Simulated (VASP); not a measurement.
A run of VASP 6.6.1:

The input INCAR:

```
  PREC = Accurate
  ENCUT = 520
  EDIFF = 1E-8
  ISMEAR = -1
  SIGMA = 0.01
  LREAL = False
  LASPH = True
  NELM = 80
  ALGO = Normal
  ISIF = 2
  LWAVE = False
  LCHARG = False
  GGA = PE
  LEFG = True
  NBANDS = 28
```

File KPOINTS:

```
Automatic mesh
0
Gamma
  8 8 6
```

POSCAR

```
SnO
1.0
    3.8020000000      0.0190100000      0.0190100000
    0.0190100000      3.8020000000      0.0190100000
    0.0241800000      0.0241800000      4.8360000000
Sn O
2 2
Direct
    0.0000000000      0.5000000000      0.2385000000
    0.5000000000      0.0000000000      0.7615000000
    0.0000000000      0.0000000000      0.0000000000
    0.5000000000      0.5000000000      0.0000000000
```

Potentials or basis: VASP PAW PBE potentials, release 64 (Sn_d, O).

Command:

```sh
$ cat potpaw_PBE.64/Sn_d/POTCAR potpaw_PBE.64/O/POTCAR > POTCAR
$ mpirun -np 1 vasp_std > vasp.out
```

Hardware: 1 thread of Intel(R) Xeon(R) Platinum 8488C (Sapphire Rapids), on a shared host.

**Question.** How long does it take, and how much memory?

**Answer.** Wall time 2.4 min on 1 thread of Intel(R) Xeon(R) Platinum 8488C (Sapphire Rapids), on a shared host, peak memory 0.3 GiB. Counts: scf iterations 19, k points 114.
